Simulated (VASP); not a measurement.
Input of a VASP 6.6.1 run:

Contents of INCAR:

```
PREC = Accurate
ENCUT = 600
EDIFF = 1E-6
ISMEAR = -1
SIGMA = 0.1
LREAL = False
LASPH = True
NELM = 200
ALGO = Normal
ISIF = 2
LWAVE = False
LCHARG = True
ISPIN = 2
MAGMOM = 1.5 0
LORBIT = 11
LMAXMIX = 4
LDAU = True
LDAUTYPE = 2
LDAUL = 2 -1
LDAUU = 1.92 0
LDAUJ = 0 0
LDAUPRINT = 1
GGA = PE
LELF = True
LVHAR = True
NBANDS = 20
GGA_COMPAT = False
```

The input KPOINTS:

```
regular mesh
0
Gamma
  7 7 7
```

POSCAR

```
VN
1.0
    0.0000000000      2.1026956556      2.1026956556
    2.1026956556      0.0000000000      2.1026956556
    2.1026956556      2.1026956556      0.0000000000
V N
1 1
Direct
    0.0000000000      0.0000000000      0.0000000000
    0.5000000000      0.5000000000      0.5000000000
```

Potentials or basis: VASP PAW PBE potentials, release 64 (V_sv, N).

Run with:

```bash
$ cat potpaw_PBE.64/V_sv/POTCAR potpaw_PBE.64/N/POTCAR > POTCAR
$ mpirun -np 1 vasp_std > vasp.out
```

Task: Predict the net moment.

Result: 1.42 μB per cell.

Task: What does it give for the pressure?

Result: -2.0 GPa.

Task: What does it give for the site moments?

Result: V +1.39; N -0.05 μB.

Eigenvalues of the final occupation matrices:
```csv
site,spin,trace,eigenvalues
site 1 d,1,2.23,0.30 0.30 0.54 0.54 0.54
site 1 d,2,0.85,0.14 0.14 0.14 0.22 0.22
```

Caveat: the k points lie up to 0.37 Å⁻¹ apart. The state reached can hang on the start; a lower one may exist.
